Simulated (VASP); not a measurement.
# Rh in VASP: a series of runs

The runs below take Rh through single point, with PBE.

All numbers are computed with VASP 6.6.1; they aren't measurements. Logs are shortened: lines on timing, memory, paths and dates and some standing lists are left out, and cuts for length are marked.

## Step 1: The cell of the first run

It takes space group Fm-3m (No. 225, cubic). The conventional cell has a = 3.796 Å, b = 3.796 Å, c = 3.796 Å, α = 90.00°, β = 90.00°, γ = 90.00°. Rh (site symmetry m-3m) has 12 Rh at 2.68 Å within 3.5 Å.

## Step 2: Single point, PBE

INCAR reads:

```
SYSTEM = Rh
PREC     = Accurate       ! precision mode
ENCUT    = 520            ! plane-wave cutoff, eV
EDIFF    = 1E-6           ! SCF threshold, eV
ISMEAR   = -1             ! smearing method
SIGMA    = 0.05           ! smearing width, eV
LREAL    = .FALSE.        ! projectors in reciprocal space
LASPH    = .TRUE.         ! aspherical terms in the spheres
NELM     = 100            ! most SCF steps
ALGO     = Normal         ! electronic algorithm
ISIF     = 2              ! what is computed and relaxed
LWAVE    = .FALSE.        ! write WAVECAR
LCHARG   = .FALSE.        ! write CHGCAR
GGA      = PE             ! functional
NBANDS   = 14             ! bands
```

KPOINTS reads:

```
regular mesh
0
G
  10 10 10
  0 0 0
```

POSCAR reads:

```
Rh
1.0
    0.0000000000      1.8978500000      1.8978500000
    1.8978500000      0.0000000000      1.8978500000
    1.8978500000      1.8978500000      0.0000000000
Rh
1
Direct
    0.0000000000      0.0000000000      0.0000000000
```

Potentials or basis: VASP PAW PBE potentials, release 64 (Rh_pv).

Run with:

```bash
$ cat potpaw_PBE.64/Rh_pv/POTCAR > POTCAR
$ mpirun -np 1 vasp_std > vasp.out
```

OUTCAR:

```text
SYSTEM = Rh
   PREC = Accurate
   ENCUT = 520
   EDIFF = 1E-6
   ISMEAR = -1
   LREAL = .FALSE.
   LASPH = .TRUE.
   NELM = 100
   ISIF = 2
   GGA = PE

 ion  position               nearest neighbor table
   1  0.000  0.000  0.000-

  LATTYP: Found a face centered cubic cell.
 ALAT       =     3.7957000000

  Lattice vectors:

 A1 = (   0.0000000000,   1.8978500000,   1.8978500000)
 A2 = (   1.8978500000,   0.0000000000,   1.8978500000)
 A3 = (   1.8978500000,   1.8978500000,   0.0000000000)

Analysis of symmetry for initial positions (statically):
=====================================================================
 Subroutine PRICEL returns:
 Original cell was already a primitive cell.

 Routine SETGRP: Setting up the symmetry group for a
 face centered cubic supercell.

 Subroutine GETGRP returns: Found 48 space group operations
 (whereof 48 operations were pure point group operations)
 out of a pool of 48 trial point group operations.

The static configuration has the point symmetry O_h .

Analysis of symmetry for dynamics (positions and initial velocities):
=====================================================================
 Subroutine PRICEL returns:
 Original cell was already a primitive cell.

 Routine SETGRP: Setting up the symmetry group for a
 face centered cubic supercell.

 Subroutine GETGRP returns: Found 48 space group operations
 (whereof 48 operations were pure point group operations)
 out of a pool of 48 trial point group operations.

The dynamic configuration has the point symmetry O_h .

 Subroutine INISYM returns: Found 48 space group operations
 (whereof 48 operations are pure point group operations),
 and found     1 'primitive' translations

----------------------------------------------------------------------------------------

                                     Primitive cell

  volume of cell :      13.6715

  direct lattice vectors                    reciprocal lattice vectors
     0.000000000  1.897850000  1.897850000    -0.263456016  0.263456016  0.263456016
     1.897850000  0.000000000  1.897850000     0.263456016 -0.263456016  0.263456016
     1.897850000  1.897850000  0.000000000     0.263456016  0.263456016 -0.263456016

  length of vectors
     2.683965209  2.683965209  2.683965209     0.456319205  0.456319205  0.456319205

  position of ions in fractional coordinates (direct lattice)
     0.000000000  0.000000000  0.000000000

  ion indices of the primitive-cell ions
   primitive index   ion index
                 1           1

----------------------------------------------------------------------------------------

 KPOINTS: regular mesh

Automatic generation of k-mesh.
 Grid dimensions read from file:
 generate k-points for:   10   10   10

 Generating k-lattice:

  Cartesian coordinates                     Fractional coordinates (reciprocal lattice)
    -0.026345602  0.026345602  0.026345602     0.100000000  0.000000000  0.000000000
     0.026345602 -0.026345602  0.026345602     0.000000000  0.100000000  0.000000000
     0.026345602  0.026345602 -0.026345602     0.000000000  0.000000000  0.100000000

  Length of vectors
     0.045631921  0.045631921  0.045631921

  Shift w.r.t. Gamma in fractional coordinates (k-lattice)
     0.000000000  0.000000000  0.000000000

 Subroutine IBZKPT returns following result:
 ===========================================

 Found     47 irreducible k-points:

 Following reciprocal coordinates:
            Coordinates               Weight
  0.000000  0.000000  0.000000      1.000000
  0.100000  0.000000  0.000000      8.000000
  0.200000  0.000000  0.000000      8.000000
  0.300000  0.000000  0.000000      8.000000
  0.400000  0.000000  0.000000      8.000000
  0.500000  0.000000  0.000000      4.000000
[... 16 lines left out ...]
  0.300000  0.300000  0.000000      6.000000
  0.400000  0.300000  0.000000     24.000000
 [... further k-points ...]
   k-points           NKPTS =     47   k-points in BZ     NKDIM =     47   number of bands    NBANDS=     14
   number of dos      NEDOS =    301   number of ions     NIONS =      1
   total plane-waves  NPLWV =   8000
   dimension x,y,z NGX =    20 NGY =   20 NGZ =   20
   dimension x,y,z NGXF=    40 NGYF=   40 NGZF=   40
   ions per type =               1
   NGX,Y,Z   is equivalent  to a cutoff of  12.39, 12.39, 12.39 a.u.
   NGXF,Y,Z  is equivalent  to a cutoff of  24.78, 24.78, 24.78 a.u.
 SYSTEM =  Rh
   PREC   = accura    normal or accurate (medium, high low for compatibility)
   ISTART =      0    job   : 0-new  1-cont  2-samecut
   ICHARG =      2    charge: 1-file 2-atom 10-const
   ISPIN  =      1    spin polarized calculation?
   LNONCOLLINEAR =      F non collinear calculations
   LSORBIT =      F    spin-orbit coupling
   LASPH  =      T    aspherical Exc in radial PAW
   ENCUT  =  520.0 eV  38.22 Ry    6.18 a.u.   4.99  4.99  4.99*2*pi/ulx,y,z
   NELM   =    100;   NELMIN=  2; NELMDL= -5     # of ELM steps
   EDIFF  = 0.1E-05   stopping-criterion for ELM
   LREAL  =      F    real-space projection
   EDIFFG = 0.1E-04   stopping-criterion for IOM
   NSW    =      0    number of steps for IOM
   IBRION =     -1    ionic relax: 0-MD 1-quasi-New 2-CG
   NFREE  =      0    steps in history (QN), initial steepest desc. (CG)
   ISIF   =      2    stress and relaxation
   ISYM   =      2    0-nonsym 1-usesym 2-fastsym
   POTIM  = 0.5000    time-step for ionic-motion
   TEBEG  =    0.0;   TEEND  =   0.0 temperature during run
   PSTRESS=    0.0 pullay stress
   NELECT =      15.0000    total number of electrons
   NUPDOWN=      -1.0000    fix difference up-down
   EMIN   =  10.00;   EMAX   =-10.00  energy-range for DOS
   EFERMI =   0.00;   METHOD = LEGACY
   ISMEAR =    -1;   SIGMA  =   0.05  broadening in eV -4-tet -1-fermi 0-gaus
   EFERMI_NEDOS =   21; number of points for ismear=-14 and -15
   IALGO  =     38    algorithm
   IMIX   =      4    mixing-type and parameters
     AMIX     =   0.40;   BMIX     =  1.00
     AMIX_MAG =   1.60;   BMIX_MAG =  1.00
  volume/ion in A,a.u.               =      13.67        92.26
  Fermi-wavevector in a.u.,A,eV,Ry     =   1.688496  3.190795 38.790465  2.851019
  Thomas-Fermi vector in A             =   2.770792
   LORBIT       =      0    0 simple, 1 ext, 2 COOP (PROOUT), +10 PAW based schemes
   GGA     = PE    functional components
   LHFCALC =     F    Hartree Fock is set to
   AEXX    =    0.0000 exact exchange contribution
   IVDW    =     0    specifies the selected vdW correction
   LEPSILON=     F    determine dielectric tensor
   LRPA    =     F    only Hartree local field effects (RPA)
 non-spin polarized calculation
  energy-cutoff  :      520.00
  volume of cell :       13.67
 maximum number of plane-waves:       377
   NGX =  9   NGY =  9   NGZ =  9

 number of electron      15.0000007 magnetization

 Free energy of the ion-electron system (eV)
  ---------------------------------------------------
  ext. energy  EPLUGINS =         0.00000000
  ---------------------------------------------------
  free energy    TOTEN  =        -7.26439269 eV

  energy without entropy =       -7.25199133  energy(sigma->0) =       -7.25819201

 E-fermi :  12.0335     XC(G=0): -14.0690

 val. band max:       12.0318995199   @ k =  -0.4000   0.5000   0.1000
 cond. band min:      12.1034107063   @ k =   0.5000   0.2000   0.1000
 fundamental gap:      0.0715111863
 Fermi energy:        12.0334960398

 k-point     1 :       0.0000    0.0000    0.0000
  band No.  band energies     occupation
      1     -34.3897      2.00000
      2     -34.3897      2.00000
      3     -34.3897      2.00000
      4       4.0072      2.00000
      5       8.8978      2.00000
      6       8.8978      2.00000
      7       8.8978      2.00000
      8      11.0033      2.00000
      9      11.0033      2.00000
     10      27.9986      0.00000
     11      32.5052      0.00000
     12      33.4946      0.00000
     13      33.4946      0.00000
     14      33.4946      0.00000

 k-point     2 :       0.1000    0.0000    0.0000
  band No.  band energies     occupation
      1     -34.4633      2.00000
      2     -34.3996      2.00000
      3     -34.3996      2.00000
      4       4.4037      2.00000
      5       8.7331      2.00000
      6       9.0461      2.00000
      7       9.0461      2.00000
      8      10.9271      2.00000
      9      10.9271      2.00000
     10      28.5565      0.00000
     11      31.6457      0.00000
     12      32.5067      0.00000
     13      34.0793      0.00000
     14      34.0793      0.00000

 k-point     3 :       0.2000    0.0000    0.0000
  band No.  band energies     occupation
      1     -34.6536      2.00000
      2     -34.4255      2.00000
      3     -34.4255      2.00000
      4       5.3718      2.00000
      5       8.5552      2.00000
      6       9.2718      2.00000
      7       9.2718      2.00000
      8      10.9527      2.00000
      9      10.9527      2.00000
     10      28.6601      0.00000
     11      29.5917      0.00000
     12      32.5053      0.00000
     13      35.6340      0.00000
     14      35.6340      0.00000

 k-point     4 :       0.3000    0.0000    0.0000
  band No.  band energies     occupation
      1     -34.8839      2.00000
      2     -34.4574      2.00000
      3     -34.4574      2.00000
      4       5.9942      2.00000
      5       9.1661      2.00000
      6       9.1661      2.00000
      7       9.4012      2.00000
      8      11.5065      1.99995
      9      11.5065      1.99995
     10      25.5735      0.00000
     11      29.1451      0.00000
     12      32.5057      0.00000
     13      36.4055      0.00000
     14      36.4055      0.00000

 k-point     5 :       0.4000    0.0000    0.0000
  band No.  band energies     occupation
      1     -35.0666      2.00000
      2     -34.4831      2.00000
      3     -34.4831      2.00000
      4       5.9280      2.00000
      5       8.9246      2.00000
      6       8.9246      2.00000
      7      11.4287      1.99999
      8      12.2442      0.02914
      9      12.2442      0.02914
     10      22.3991      0.00000
     11      27.9716      0.00000
[... 276 lines left out ...]
 k-point    22 :      -0.2000    0.2000    0.0000
  band No.  band energies     occupation
      1     -34.8475      2.00000
      2     -34.5999      2.00000
      3     -34.4541      2.00000
      4       7.0389      2.00000
      5       7.9587      2.00000
      6       8.9451      2.00000
      7      10.0519      2.00000
      8      10.2632      2.00000
      9      13.2595      0.00000
     10      26.9352      0.00000
     11      28.4503      0.00000
     12      32.4154      0.00000
     13      32.5403      0.00000
     14      34.6614      0.00000

 k-point    23 :       0.3000    0.3000    0.0000
  band No.  band energies     occupation
      1     -34.8605      2.00000
      2     -34.5696      2.00000
      3     -34.5696      2.00000
      4       6.4223      2.00000
      5       6.8593      2.00000
      6      10.7974      2.00000
      7      11.1589      2.00000
      8      11.1589      2.00000
      9      11.9741      1.53306
     10      29.3287      0.00000
     11      29.3287      0.00000
     12      29.6745      0.00000
     13      32.4982      0.00000
     14      33.0566      0.00000

 k-point    24 :       0.4000    0.3000    0.0000
  band No.  band energies     occupation
      1     -34.9592      2.00000
      2     -34.6239      2.00000
      3     -34.6004      2.00000
      4       6.3625      2.00000
      5       6.6871      2.00000
      6      10.5592      2.00000
      7      11.3184      2.00000
      8      12.4894      0.00022
      9      13.4191      0.00000
     10      26.3595      0.00000
     11      28.1955      0.00000
     12      28.3076      0.00000
     13      32.5001      0.00000
     14      33.8874      0.00000

 [... further k-points ...]

------------------------ aborting loop because EDIFF is reached ----------------------------------------

  FORCE on cell =-STRESS in cart. coord.  units (eV):
  Direction    XX          YY          ZZ          XY          YZ          ZX
  --------------------------------------------------------------------------------------
  -------------------------------------------------------------------------------------
  Total        0.6478541      0.6478541      0.6478541      0.0000000      0.0000000     -0.0000000
  in kB       75.9227931     75.9227931     75.9227931      0.0000000      0.0000000     -0.0000000
  external PRESSURE =      75.9227931 kB  Pullay stress =       0.0000000 kB

 VOLUME and BASIS-vectors are now :
 -----------------------------------------------------------------------------
  energy-cutoff  :      520.00
  volume of cell :       13.67
      direct lattice vectors                 reciprocal lattice vectors
     0.000000000  1.897850000  1.897850000    -0.263456016  0.263456016  0.263456016
     1.897850000  0.000000000  1.897850000     0.263456016 -0.263456016  0.263456016
     1.897850000  1.897850000  0.000000000     0.263456016  0.263456016 -0.263456016

 POSITION                                       TOTAL-FORCE (eV/Angst)
 -----------------------------------------------------------------------------------
      0.00000      0.00000      0.00000        -0.000000     -0.000000      0.000000
 -----------------------------------------------------------------------------------
    total drift:                                0.000000      0.000000      0.000000

  FREE ENERGIE OF THE ION-ELECTRON SYSTEM (eV)
  ---------------------------------------------------
  free  energy   TOTEN  =        -7.2643926903 eV

  energy  without entropy=       -7.2519913272  energy(sigma->0) =       -7.25819201
```

It took 6 s on 1 thread of Intel Xeon Platinum 8488C (Sapphire Rapids), shared host; peak memory 0.12 GiB.

What came out:

* Free energy: -7.2644 eV
* Pressure: 7.6 GPa

Levels at points of the mesh, in eV from the Fermi level:
```csv
k point,band 5,band 6,band 7,band 8,band 9,band 10
"(0.00, 0.00, 0.00)",-3.14,-3.14,-3.14,-1.03,-1.03,15.97
"(0.50, 0.00, 0.00)",-3.21,-3.21,0.54,0.54,0.70,8.67
"(0.50, 0.50, 0.00)",-6.03,0.52,0.96,0.96,3.24,12.32
```

## Step 3: Single point, PBE

This run uses another cell than the first one, of 13.12 Å³/atom, 0.960 times its volume.

INCAR reads:

```
PREC = Accurate
ENCUT = 520
EDIFF = 1E-6
ISMEAR = -1
SIGMA = 0.05
LREAL = False
LASPH = True
NELM = 60
ALGO = Normal
ISIF = 2
LWAVE = False
LCHARG = False
GGA = PE
NBANDS = 14
```

KPOINTS reads:

```
Automatic mesh
0
Gamma
  10 10 10
```

POSCAR reads:

```
Rh
1.0
    0.0000000000      1.8978500000      1.8219360000
    1.8978500000      0.0000000000      1.8219360000
    1.8978500000      1.8978500000      0.0000000000
Rh
1
Direct
    0.0000000000      0.0000000000      0.0000000000
```

Potentials or basis: VASP PAW PBE potentials, release 64 (Rh_pv).

Run with:

```bash
$ cat potpaw_PBE.64/Rh_pv/POTCAR > POTCAR
$ mpirun -np 1 vasp_std > vasp.out
```

OUTCAR:

```text
PREC = Accurate
   ENCUT = 520
   EDIFF = 1E-6
   ISMEAR = -1
   LREAL = False
   LASPH = True
   NELM = 60
   ISIF = 2
   GGA = PE

 ion  position               nearest neighbor table
   1  0.000  0.000  0.000-

  LATTYP: Found a body centered tetragonal cell.
 ALAT       =     2.6839652093
 C/A-ratio  =     1.3576450199

  Lattice vectors:

 A1 = (   0.0000000000,  -1.8978500000,  -1.8219360000)
 A2 = (   0.0000000000,   1.8978500000,  -1.8219360000)
[... 576 lines left out ...]
      4       6.8295      2.00000
      5       7.1288      2.00000
      6      11.3967      2.00000
      7      11.9134      2.00000
      8      13.2878      0.00013
      9      14.4826      0.00000
     10      27.2119      0.00000
     11      28.9957      0.00000
     12      30.2075      0.00000
     13      33.1600      0.00000
     14      34.9408      0.00000

 [... further k-points ...]
[... 5 lines left out ...]
  --------------------------------------------------------------------------------------
  -------------------------------------------------------------------------------------
  Total        1.4488451      1.4488451      2.3035425      0.0000000      0.0000000      0.0000000
  in kB      176.8665305    176.8665305    281.2029905      0.0000000      0.0000000      0.0000000
  external PRESSURE =     211.6453505 kB  Pullay stress =       0.0000000 kB

 VOLUME and BASIS-vectors are now :
 -----------------------------------------------------------------------------
  energy-cutoff  :      520.00
  volume of cell :       13.12
      direct lattice vectors                 reciprocal lattice vectors
     0.000000000  1.897850000  1.821936000    -0.263456016  0.263456016  0.274433350
     1.897850000  0.000000000  1.821936000     0.263456016 -0.263456016  0.274433350
     1.897850000  1.897850000  0.000000000     0.263456016  0.263456016 -0.274433350

 POSITION                                       TOTAL-FORCE (eV/Angst)
 -----------------------------------------------------------------------------------
      0.00000      0.00000      0.00000         0.000000      0.000000      0.000000
 -----------------------------------------------------------------------------------
    total drift:                                0.000000      0.000000      0.000000

  FREE ENERGIE OF THE ION-ELECTRON SYSTEM (eV)
  ---------------------------------------------------
  free  energy   TOTEN  =        -7.2048123277 eV

  energy  without entropy=       -7.1930096074  energy(sigma->0) =       -7.19891097
```

Wall time 8.9 s (1 thread of Intel Xeon Platinum 8488C (Sapphire Rapids), shared host); peak memory 0.13 GiB.

What came out:

* Free energy: -7.2048 eV
* Pressure: 21.2 GPa

Levels at points of the mesh, in eV from the Fermi level:
```csv
k point,band 5,band 6,band 7,band 8,band 9,band 10
"(0.00, 0.00, 0.00)",-3.48,-3.48,-3.03,-1.38,-0.83,15.95
"(0.50, 0.00, 0.00)",-3.67,-3.17,0.46,0.66,0.71,9.12
"(0.50, 0.50, 0.00)",-6.44,0.54,1.06,1.06,3.92,13.07
"(0.50, 0.00, 0.50)",-6.38,0.56,0.83,1.22,3.00,12.47
```

(Continued in part 2 of 2.)
